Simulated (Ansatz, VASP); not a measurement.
**Two plane-wave programs on SiGe**

```
CELL_PARAMETERS angstrom
3.90587 0.00000 0.00000
-1.95293 3.38258 0.00000
0.00000 0.00000 6.37896
ATOMIC_POSITIONS crystal
Si 0.66667 0.33333 0.87528
Si 0.33333 0.66667 0.37528
Ge 0.66667 0.33333 0.49972
Ge 0.33333 0.66667 0.99972
```

Alike in both runs: task single point; functional PBEsol; k mesh 12 × 12 × 6; occupations gaussian, width 0.02 eV; no spin polarisation.

|  | VASP | Ansatz |
| --- | --- | --- |
| version | VASP 6.6.1 | Ansatz 0.2.0 |
| potentials or method | VASP PAW PBE potentials, release 64 (Si, Ge_d), cutoff 520 eV | scalar-relativistic, plane waves, PAW |
| valence electrons in the cell | 36 | 36 |

|  | VASP | Ansatz | Ansatz less VASP |
| --- | --- | --- | --- |
| gap on the k mesh at the Fermi level (eV) | 0.30 | 0.30 | -0.001 |
| least direct gap on the mesh (eV) | 0.31 | 0.31 | -0.005 |
| pressure (GPa) | 0.6 | 0.6 | +0.01 |
| traceless stress, the component that is largest in VASP (GPa) | 1.25 | 1.25 | +0.002 |

VASP's potentials were made for PBE, not for PBEsol.
